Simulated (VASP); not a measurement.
Runs of VASP 6.6.1 on Cd. The structure is that of space group P6_3/mmc (No. 194), or close to it. The cells are those of the table. 

```csv
task,cell,gap on the mesh (eV),pressure (GPa)
electric field gradients,"a = 2.989, b = 2.989, c = 5.636 Å, angles 90.0, 90.0, 120.0°, 2 atoms",none,-1.7
electric field gradients,"a = 3.037, b = 3.037, c = 5.728 Å, angles 90.0, 90.0, 120.0°, 2 atoms",none,-3.9
electric field gradients,"a = 2.979, b = 2.979, c = 5.505 Å, angles 90.0, 90.0, 120.0°, 2 atoms",none,-0.4
electric field gradients,"a = 2.959, b = 2.959, c = 5.580 Å, angles 90.0, 90.0, 120.0°, 2 atoms",none,0.0
electric field gradients,"a = 2.918, b = 2.918, c = 5.503 Å, angles 90.0, 90.0, 120.0°, 2 atoms",none,2.9
single point,"a = 3.037, b = 3.037, c = 5.728 Å, angles 90.0, 90.0, 120.0°, 2 atoms",none,-3.9
electric field gradients,"a = 2.939, b = 2.939, c = 5.542 Å, angles 90.0, 90.0, 120.0°, 2 atoms",none,1.3
electric field gradients,"a = 2.999, b = 2.999, c = 5.655 Å, angles 90.0, 90.0, 120.0°, 2 atoms",none,(c)
electric field gradients,"a = 3.018, b = 3.018, c = 5.692 Å, angles 90.0, 90.0, 120.0°, 2 atoms",none,(b)
electric field gradients,"a = 2.969, b = 2.969, c = 5.599 Å, angles 90.0, 90.0, 120.0°, 2 atoms",none,(a)
```

Alike in all rows: level PBEsol; potentials or basis VASP PAW PBE potentials, release 64 (Cd); no spin polarisation; k mesh 16 × 16 × 7; cutoff (eV) 520; smearing fermi-dirac 0.05 eV.

Question: Fill in the values left out.

Answer: (a) -0.7; (b) -3.1; (c) -2.2.

Caveats: the PAW data sets were made with another functional, which shifts forces and pressure a little.

A k mesh can miss the band edges, and the runs leave out spin-orbit coupling on Cd.

A gap of «none» marks levels without a gap at the run's occupations.
